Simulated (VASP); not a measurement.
Sn, 1 atom in the cell. Symmetry: Im-3m, No. 229, cubic system. Conventional cell: a = 3.813 Å, b = 3.813 Å, c = 3.813 Å, α = 90.00°, β = 90.00°, γ = 90.00°. Sn (site symmetry m-3m) has 14 Sn at 3.30 to 3.81 Å within 4.3 Å. This isn't the form of Sn at room conditions, which is tetragonal (white tin).

- Program: VASP 6.6.1
- Task: single point
- Functional: PBE
- Potentials or basis: VASP PAW PBE potentials, release 64 (Sn_d)
- Cutoff: 520 eV
- k mesh: 18 × 18 × 18
- Occupations: fermi-dirac, width 0.08 eV
- Spin: no spin polarisation
- Dipole correction: no
- Further INCAR settings: ALGO = Normal; EDIFF = 1e-06; NBANDS = 13

Potentials or basis: VASP PAW PBE potentials, release 64 (Sn_d).

Launch:

```bash
$ cat potpaw_PBE.64/Sn_d/POTCAR > POTCAR
$ mpirun -np 1 vasp_std > vasp.out
```

Hardware: 1 thread of Intel(R) Xeon(R) 6975P-C (Granite Rapids), on a shared host.

**Question.** Estimate the wall time of this run.

**Answer.** Wall time 30 s on 1 thread of Intel(R) Xeon(R) 6975P-C (Granite Rapids), with other jobs on the host, peak memory 0.2 GiB. Counts: scf iterations 11, k points 195.
